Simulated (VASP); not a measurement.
# HfC (P6_3/mmc) in VASP: notebook

Runs on HfC. Level: PBEsol+U. Tasks: single point.

Everything below comes from runs of VASP 6.6.1. Logs are shortened: lines on timing, memory, paths and dates and some standing lists are left out, and cuts for length are marked.

## 1. The cell of the first run

The structure is hexagonal, space group P6_3/mmc (No. 194). The conventional cell has a = 3.343 Å, b = 3.343 Å, c = 5.203 Å, α = 90.00°, β = 90.00°, γ = 120.00°. Within 3.1 Å of Hf (site symmetry -6m2) lie 6 C at 2.33 Å. Within 3.1 Å of C (site symmetry -3m) lie 6 Hf at 2.33 Å and 2 C at 2.60 Å.

## 2. Single point, PBEsol+U

POSCAR

```
HfC
1.0
    3.3428660531      0.0000000000      0.0000000000
   -1.6714330265      2.8950069234      0.0000000000
    0.0000000000      0.0000000000      5.2027140000
Hf C
2 2
Direct
    0.3333333333      0.6666666667      0.2500000000
    0.6666666667      0.3333333333      0.7500000000
    0.0000000000      0.0000000000      0.5000000000
    0.0000000000      0.0000000000      0.0000000000
```

INCAR.step1

```
ALGO = Normal
EDIFF = 1E-7
ENCUT = 520
GGA = PS
ISIF = 2
ISMEAR = -1
LASPH = True
LCHARG = True
LDAU = True
LDAUJ = 0 0
LDAUL = 2 -1
LDAUPRINT = 1
LDAUTYPE = 2
LDAUU = 3 0
LMAXMIX = 4
LREAL = False
LWAVE = False
NBANDS = 22
NELM = 150
PREC = Accurate
SIGMA = 0.05
```

KPOINTS.step1

```
k-points
0
Gamma
  9 9 5
```

INCAR.step2

```
ALGO = Normal
EDIFF = 1E-7
ENCUT = 520
GGA = PS
ICHARG = 11
ISIF = 2
ISMEAR = -5
LASPH = True
LCHARG = False
LDAU = True
LDAUJ = 0 0
LDAUL = 2 -1
LDAUPRINT = 1
LDAUTYPE = 2
LDAUU = 3 0
LMAXMIX = 4
LORBIT = 11
LREAL = False
LWAVE = False
NBANDS = 22
NEDOS = 1001
NELM = 150
PREC = Accurate
SIGMA = 0.05
```

KPOINTS.step2

```
k-points
0
Gamma
  14 14 8
```

Potentials or basis: VASP PAW PBE potentials, release 64 (Hf_pv, C).

Command:

```
> cat potpaw_PBE.64/Hf_pv/POTCAR potpaw_PBE.64/C/POTCAR > POTCAR
> cp INCAR.step1 INCAR
> cp KPOINTS.step1 KPOINTS
> mpirun -np 1 vasp_std > vasp.out
> cp INCAR.step2 INCAR
> cp KPOINTS.step2 KPOINTS
> mpirun -np 1 vasp_std > vasp.out
```

OUTCAR:

```text
EDIFF = 1E-7
   ENCUT = 520
   GGA = PS
   ICHARG = 11
   ISIF = 2
   ISMEAR = -5
   LASPH = True
   LORBIT = 11
   LREAL = False
   NELM = 150
   PREC = Accurate

 ion  position               nearest neighbor table
   1  0.333  0.667  0.250-   3 2.33   4 2.33   3 2.33   4 2.33   3 2.33   4 2.33   2 3.24   2 3.24
                             2 3.24   2 3.24   2 3.24   2 3.24
   2  0.667  0.333  0.750-   3 2.33   4 2.33   3 2.33   4 2.33   3 2.33   4 2.33   1 3.24   1 3.24
                             1 3.24   1 3.24   1 3.24   1 3.24
   3  0.000  0.000  0.500-   1 2.33   2 2.33   1 2.33   2 2.33   2 2.33   1 2.33
   4  0.000  0.000  0.000-   1 2.33   2 2.33   1 2.33   2 2.33   2 2.33   1 2.33

  LATTYP: Found a hexagonal cell.
 ALAT       =     3.3428660531
 C/A-ratio  =     1.5563632875

  Lattice vectors:

 A1 = (   3.3428660531,   0.0000000000,   0.0000000000)
 A2 = (  -1.6714330265,   2.8950069234,   0.0000000000)
 A3 = (   0.0000000000,   0.0000000000,   5.2027140000)

Analysis of symmetry for initial positions (statically):
=====================================================================
 Subroutine PRICEL returns:
 Original cell was already a primitive cell.

 Routine SETGRP: Setting up the symmetry group for a
 hexagonal supercell.

 Subroutine GETGRP returns: Found 24 space group operations
 (whereof 12 operations were pure point group operations)
 out of a pool of 24 trial point group operations.

The static configuration has the point symmetry D_3d.
 The point group associated with its full space group is D_6h.

Analysis of symmetry for dynamics (positions and initial velocities):
=====================================================================
 Subroutine PRICEL returns:
 Original cell was already a primitive cell.

 Routine SETGRP: Setting up the symmetry group for a
 hexagonal supercell.

 Subroutine GETGRP returns: Found 24 space group operations
 (whereof 12 operations were pure point group operations)
 out of a pool of 24 trial point group operations.

The dynamic configuration has the point symmetry D_3d.
 The point group associated with its full space group is D_6h.

 Subroutine INISYM returns: Found 24 space group operations
 (whereof 12 operations are pure point group operations),
 and found     1 'primitive' translations

----------------------------------------------------------------------------------------

                                     Primitive cell

  volume of cell :      50.3499

  direct lattice vectors                    reciprocal lattice vectors
     3.342866053  0.000000000  0.000000000     0.299144502  0.172711159  0.000000000
    -1.671433026  2.895006923  0.000000000     0.000000000  0.345422317  0.000000000
     0.000000000  0.000000000  5.202714000     0.000000000  0.000000000  0.192207375

  length of vectors
     3.342866053  3.342866053  5.202714000     0.345422317  0.345422317  0.192207375

  position of ions in fractional coordinates (direct lattice)
     0.333333333  0.666666667  0.250000000
     0.666666667  0.333333333  0.750000000
     0.000000000  0.000000000  0.500000000
     0.000000000  0.000000000  0.000000000

  ion indices of the primitive-cell ions
   primitive index   ion index
                 1           1
                 2           2
                 3           3
                 4           4

----------------------------------------------------------------------------------------
[... 122 lines left out ...]
 -0.0000 -0.0000  0.1215  0.0000 -0.0000
  0.0000  0.0000  0.0000  0.1957 -0.0000
 -0.0000 -0.0000 -0.0000 -0.0000  0.1558

spin component  2

  0.1558  0.0000 -0.0000  0.0000 -0.0000
  0.0000  0.1957 -0.0000  0.0000 -0.0000
 -0.0000 -0.0000  0.1215  0.0000 -0.0000
  0.0000  0.0000  0.0000  0.1957 -0.0000
 -0.0000 -0.0000 -0.0000 -0.0000  0.1558

 occupancies and eigenvectors

  o =  0.1215  v =  0.0000  0.0000  1.0000 -0.0000  0.0000  0.0000  0.0000  0.0000  0.0000  0.0000      0.0000  0.0000  0.0000  0.0000  0.0000  0.0000  0.0000  0.0000  0.0000  0.0000
  o =  0.1215  v =  0.0000  0.0000  0.0000  0.0000  0.0000  0.0000  0.0000  1.0000 -0.0000  0.0000      0.0000  0.0000  0.0000  0.0000  0.0000  0.0000  0.0000  0.0000  0.0000  0.0000
  o =  0.1558  v =  0.9775  0.0000 -0.0000  0.0000  0.2112  0.0000  0.0000  0.0000  0.0000  0.0000      0.0000  0.0000  0.0000  0.0000  0.0000  0.0000  0.0000  0.0000  0.0000  0.0000
  o =  0.1558  v =  0.0000  0.0000  0.0000  0.0000  0.0000  0.9775  0.0000 -0.0000  0.0000  0.2112      0.0000  0.0000  0.0000  0.0000  0.0000  0.0000  0.0000  0.0000  0.0000  0.0000
  o =  0.1558  v =  0.0000  0.0000  0.0000  0.0000  0.0000  0.2112 -0.0000  0.0000 -0.0000 -0.9775      0.0000  0.0000  0.0000  0.0000  0.0000  0.0000  0.0000  0.0000  0.0000  0.0000
  o =  0.1558  v =  0.2112 -0.0000  0.0000 -0.0000 -0.9775  0.0000  0.0000  0.0000  0.0000  0.0000      0.0000  0.0000  0.0000  0.0000  0.0000  0.0000  0.0000  0.0000  0.0000  0.0000
  o =  0.1957  v =  0.0000 -0.8813  0.0000  0.4726  0.0000  0.0000  0.0000  0.0000  0.0000  0.0000      0.0000  0.0000  0.0000  0.0000  0.0000  0.0000  0.0000  0.0000  0.0000  0.0000
  o =  0.1957  v =  0.0000  0.0000  0.0000  0.0000  0.0000  0.0000 -0.8813  0.0000  0.4726  0.0000      0.0000  0.0000  0.0000  0.0000  0.0000  0.0000  0.0000  0.0000  0.0000  0.0000
  o =  0.1957  v =  0.0000  0.0000  0.0000  0.0000  0.0000  0.0000  0.4726 -0.0000  0.8813 -0.0000      0.0000  0.0000  0.0000  0.0000  0.0000  0.0000  0.0000  0.0000  0.0000  0.0000
  o =  0.1957  v =  0.0000  0.4726 -0.0000  0.8813 -0.0000  0.0000  0.0000  0.0000  0.0000  0.0000      0.0000  0.0000  0.0000  0.0000  0.0000  0.0000  0.0000  0.0000  0.0000  0.0000

atom =   2  type =  1  l = 2

 onsite density matrix

spin component  1

  0.1558  0.0000 -0.0000 -0.0000 -0.0000
  0.0000  0.1957  0.0000  0.0000  0.0000
 -0.0000  0.0000  0.1215  0.0000 -0.0000
 -0.0000  0.0000  0.0000  0.1957 -0.0000
 -0.0000  0.0000 -0.0000 -0.0000  0.1558

spin component  2

  0.1558  0.0000 -0.0000 -0.0000 -0.0000
  0.0000  0.1957  0.0000  0.0000  0.0000
 -0.0000  0.0000  0.1215  0.0000 -0.0000
 -0.0000  0.0000  0.0000  0.1957 -0.0000
 -0.0000  0.0000 -0.0000 -0.0000  0.1558

 occupancies and eigenvectors

  o =  0.1215  v = -0.0000  0.0000 -1.0000  0.0000 -0.0000  0.0000  0.0000  0.0000  0.0000  0.0000      0.0000  0.0000  0.0000  0.0000  0.0000  0.0000  0.0000  0.0000  0.0000  0.0000
  o =  0.1215  v =  0.0000  0.0000  0.0000  0.0000  0.0000 -0.0000  0.0000 -1.0000  0.0000 -0.0000      0.0000  0.0000  0.0000  0.0000  0.0000  0.0000  0.0000  0.0000  0.0000  0.0000
  o =  0.1558  v =  1.0000 -0.0000 -0.0000  0.0000  0.0026  0.0000  0.0000  0.0000  0.0000  0.0000      0.0000  0.0000  0.0000  0.0000  0.0000  0.0000  0.0000  0.0000  0.0000  0.0000
  o =  0.1558  v =  0.0000  0.0000  0.0000  0.0000  0.0000  1.0000 -0.0000 -0.0000  0.0000  0.0026      0.0000  0.0000  0.0000  0.0000  0.0000  0.0000  0.0000  0.0000  0.0000  0.0000
  o =  0.1558  v =  0.0000  0.0000  0.0000  0.0000  0.0000 -0.0026  0.0000 -0.0000  0.0000  1.0000      0.0000  0.0000  0.0000  0.0000  0.0000  0.0000  0.0000  0.0000  0.0000  0.0000
  o =  0.1558  v = -0.0026  0.0000 -0.0000  0.0000  1.0000  0.0000  0.0000  0.0000  0.0000  0.0000      0.0000  0.0000  0.0000  0.0000  0.0000  0.0000  0.0000  0.0000  0.0000  0.0000
  o =  0.1957  v = -0.0000 -0.8813 -0.0000  0.4726  0.0000  0.0000  0.0000  0.0000  0.0000  0.0000      0.0000  0.0000  0.0000  0.0000  0.0000  0.0000  0.0000  0.0000  0.0000  0.0000
  o =  0.1957  v =  0.0000  0.0000  0.0000  0.0000  0.0000 -0.0000 -0.8813 -0.0000  0.4726  0.0000      0.0000  0.0000  0.0000  0.0000  0.0000  0.0000  0.0000  0.0000  0.0000  0.0000
  o =  0.1957  v =  0.0000  0.0000  0.0000  0.0000  0.0000  0.0000  0.4726  0.0000  0.8813 -0.0000      0.0000  0.0000  0.0000  0.0000  0.0000  0.0000  0.0000  0.0000  0.0000  0.0000
  o =  0.1957  v =  0.0000  0.4726  0.0000  0.8813 -0.0000  0.0000  0.0000  0.0000  0.0000  0.0000      0.0000  0.0000  0.0000  0.0000  0.0000  0.0000  0.0000  0.0000  0.0000  0.0000

 number of electron      28.0000002 magnetization

 Free energy of the ion-electron system (eV)
  ---------------------------------------------------
  ext. energy  EPLUGINS =         0.00000000
  ---------------------------------------------------
  free energy    TOTEN  =       -39.38319765 eV

  energy without entropy =      -39.38319765  energy(sigma->0) =      -39.38319765

 E-fermi :   6.8752     XC(G=0): -12.4175

 val. band max:        6.9224635322   @ k =   0.3571   0.2857   0.1250
 cond. band min:       6.8545687567   @ k =   0.2857   0.2143   0.2500
 fundamental gap:     -0.0678947756
 Fermi energy:         6.8751565668

 k-point     1 :       0.0000    0.0000    0.0000
  band No.  band energies     occupation
      1     -24.5525      2.00000
      2     -23.9920      2.00000
      3     -23.9920      2.00000
      4     -23.9022      2.00000
      5     -23.9022      2.00000
      6     -23.8233      2.00000
[... 589 lines left out ...]
     21      14.8331      0.00000
     22      15.0606      0.00000

 [... further k-points ...]

------------------------ aborting loop because EDIFF is reached ----------------------------------------

  FORCE on cell =-STRESS in cart. coord.  units (eV):
  Direction    XX          YY          ZZ          XY          YZ          ZX
  --------------------------------------------------------------------------------------
  -------------------------------------------------------------------------------------
  Total        0.4301356      0.4301356      1.5412265      0.0000000      0.0000000      0.0000000
  in kB       13.6872883     13.6872883     49.0431695      0.0000000      0.0000000      0.0000000
  external PRESSURE =      25.4725820 kB  Pullay stress =       0.0000000 kB

 VOLUME and BASIS-vectors are now :
 -----------------------------------------------------------------------------
  energy-cutoff  :      520.00
  volume of cell :       50.35
      direct lattice vectors                 reciprocal lattice vectors
     3.342866053  0.000000000  0.000000000     0.299144502  0.172711159  0.000000000
    -1.671433026  2.895006923  0.000000000     0.000000000  0.345422317  0.000000000
     0.000000000  0.000000000  5.202714000     0.000000000  0.000000000  0.192207375

 POSITION                                       TOTAL-FORCE (eV/Angst)
 -----------------------------------------------------------------------------------
     -0.00000      1.93000      1.30068         0.000000      0.000000      0.000000
      1.67143      0.96500      3.90204        -0.000000     -0.000000      0.000000
      0.00000      0.00000      2.60136        -0.000000      0.000000     -0.000000
      0.00000      0.00000      0.00000        -0.000000      0.000000     -0.000000
 -----------------------------------------------------------------------------------
    total drift:                               -0.000000      0.000000     -0.000000

  FREE ENERGIE OF THE ION-ELECTRON SYSTEM (eV)
  ---------------------------------------------------
  free  energy   TOTEN  =       -39.3831976515 eV

  energy  without entropy=      -39.3831976515  energy(sigma->0) =      -39.38319765

 total charge

# of ion       s       p       d       tot
------------------------------------------
    1        0.324   6.625   1.610   8.559
    2        0.324   6.625   1.610   8.559
    3        0.873   1.490   0.000   2.363
    4        0.873   1.490   0.000   2.363
--------------------------------------------------
tot          2.393  16.230   3.221  21.844
```

It took 60 s on 1 thread of Intel Xeon 6975P-C (Granite Rapids), shared host; peak memory 0.24 GiB.

Results:

```yaml
Valence_electrons_inside_the_program's_atomic_spheres: Hf 8.56; C 2.36
```

Eigenvalues of the final occupation matrices:
| site | spin | trace | eigenvalues |
| --- | --- | --- | --- |
| site 1 d | 1 | 0.82 | 0.12 0.16 0.16 0.20 0.20 |
| site 1 d | 2 | 0.82 | 0.12 0.16 0.16 0.20 0.20 |
| site 2 d | 1 | 0.82 | 0.12 0.16 0.16 0.20 0.20 |
| site 2 d | 2 | 0.82 | 0.12 0.16 0.16 0.20 0.20 |

Caveat: the PAW data sets were made with another functional, which shifts forces and pressure a little; spin-orbit coupling is left out, which moves the levels of the heavy elements; U without spin polarisation on a metal has little footing; the U is typed as a test and isn't derived for this compound.

[end of part 1 of 2]
